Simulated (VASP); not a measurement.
LiLu:

```xyz
2
Lattice="0.0000 2.5897 2.5897 2.5897 0.0000 2.5897 2.5897 2.5897 0.0000" Properties=species:S:1:pos:R:3 pbc="T T T"
Li    2.5897    2.5897    2.5897
Lu    0.0000    0.0000    0.0000
```

| Quantity | Value |
| --- | --- |
| Program | VASP 6.6.1 |
| Task | relaxation of cell and atoms |
| Functional | PBE |
| Potentials or basis | VASP PAW PBE potentials, release 64 (Li_sv, Lu) |
| Cutoff | 600 eV |
| k mesh | 6 × 6 × 6 |
| Occupations | gaussian, width 0.1 eV |
| Spin | no spin polarisation |

At the start: pressure 22.9 GPa; volume 17.37 Å³/atom.

**Question.** How do energy, volume and symmetry change on relaxing?

**Answer.** Over 4 steps the energy falls by 440.5 meV/atom and the volume is 25.17 Å³/atom (+44.9 %); space group Fm-3m (No. 225, to 0.05 Å).

The path:
| step | energy change (eV) | largest force (eV/Å) | pressure (GPa) | volume (Å³) |
| --- | --- | --- | --- | --- |
| 1 | 0.0000 | 0.0000 | 22.92 | 34.73 |
| 2 | -0.8754 | 0.0000 | 1.20 | 48.78 |
| 3 | -0.8808 | 0.0000 | -0.26 | 50.69 |
| 4 | -0.8811 | 0.0000 | -0.16 | 50.33 |

Final structure:
```xyz
2
Lattice="0.0000 2.9305 2.9305 2.9305 0.0000 2.9305 2.9305 2.9305 0.0000" Properties=species:S:1:pos:R:3 pbc="T T T"
Li    2.9305    2.9305    2.9305
Lu    0.0000    0.0000    0.0000
```

Caveat: the cutoff is under 1.25 times the usual one of these potentials, so pressure, stress and relaxed cells hold a basis-set (Pulay) error; the volume moved by over 15 % at a fixed basis, so the end points are rough.
